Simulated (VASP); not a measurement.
Write the native input for VASP 6.6.1 that does the following.

| Property | Result |
| --- | --- |
| Task | single point |
| Functional | r2SCAN |
| Potentials or basis | VASP PAW PBE potentials, release 64 (Cd, Se) |
| Cutoff | 520 eV |
| k mesh | 12 × 12 × 4 |
| Occupations | gaussian, width 0.01 eV |
| Spin | no spin polarisation |
| Dipole correction | no |
| Further INCAR settings | ALGO = Normal; EDIFF = 1e-06; NBANDS = 26 |

CdSe:

```
CELL_PARAMETERS angstrom
4.12369 0.00000 0.00000
-2.06184 3.57122 0.00000
0.00000 0.00000 7.39762
ATOMIC_POSITIONS crystal
Cd 0.33333 0.66667 0.01008
Cd 0.66667 0.33333 0.51008
Se 0.33333 0.66667 0.36492
Se 0.66667 0.33333 0.86492
```

This cell differs from its parent crystal: epitaxial xy strain -5.0%.

The input as run:

POSCAR

```
CdSe
1.0
    4.1236874836      0.0000000000      0.0000000000
   -2.0618437418      3.5712181181      0.0000000000
    0.0000000000      0.0000000000      7.3976222539
Cd Se
2 2
Direct
    0.3333333333      0.6666666667      0.0100808337
    0.6666666667      0.3333333333      0.5100808337
    0.3333333333      0.6666666667      0.3649191663
    0.6666666667      0.3333333333      0.8649191663
```

INCAR.step1

```
PREC     = Accurate       # precision mode
ENCUT    = 520            # plane-wave cutoff, eV
ISMEAR   = 0              # smearing method
SIGMA    = 0.01           # smearing width, eV
LREAL    = F              # projectors in reciprocal space
LASPH    = T              # aspherical terms in the spheres
NELM     = 60             # most SCF steps
NBANDS   = 26             # bands
GGA      = PE             # functional
ALGO     = Normal         # electronic algorithm
EDIFF    = 1E-4           # SCF threshold, eV
LWAVE    = T              # write WAVECAR
LCHARG   = F              # write CHGCAR
```

INCAR.step2

```
PREC     = Accurate       # precision mode
ENCUT    = 520            # plane-wave cutoff, eV
EDIFF    = 1E-6           # SCF threshold, eV
ISMEAR   = 0              # smearing method
SIGMA    = 0.01           # smearing width, eV
LREAL    = F              # projectors in reciprocal space
LASPH    = T              # aspherical terms in the spheres
NELM     = 60             # most SCF steps
ALGO     = Normal         # electronic algorithm
ISIF     = 2              # what is computed and relaxed
LWAVE    = F              # write WAVECAR
LCHARG   = F              # write CHGCAR
METAGGA  = R2SCAN         # meta-GGA
LMIXTAU  = T            
NBANDS   = 26             # bands
ISTART   = 1
```

KPOINTS

```
Automatic mesh
0
Gamma
  12 12 4
```

Potentials or basis: VASP PAW PBE potentials, release 64 (Cd, Se).

The run is started by

```console
$ cat potpaw_PBE.64/Cd/POTCAR potpaw_PBE.64/Se/POTCAR > POTCAR
$ cp INCAR.step1 INCAR
$ mpirun -np 1 vasp_std > vasp.out
$ cp INCAR.step2 INCAR
$ mpirun -np 1 vasp_std > vasp.out
```

It gave:

```json
{
  "Pressure": "3.3 GPa",
  "Largest force": "0.004 eV/Å",
  "Band gap on the k mesh": "0.88 eV"
}
```

Caveat: the cell differs from its parent crystal (epitaxial xy strain -5.0%); the cell stands under pressure; the PAW data sets were made with another functional, which shifts forces and pressure a little.

Run time: 3.2 min on 1 thread of Intel(R) Xeon(R) 6975P-C (Granite Rapids) (shared host), peak memory 0.34 GiB.
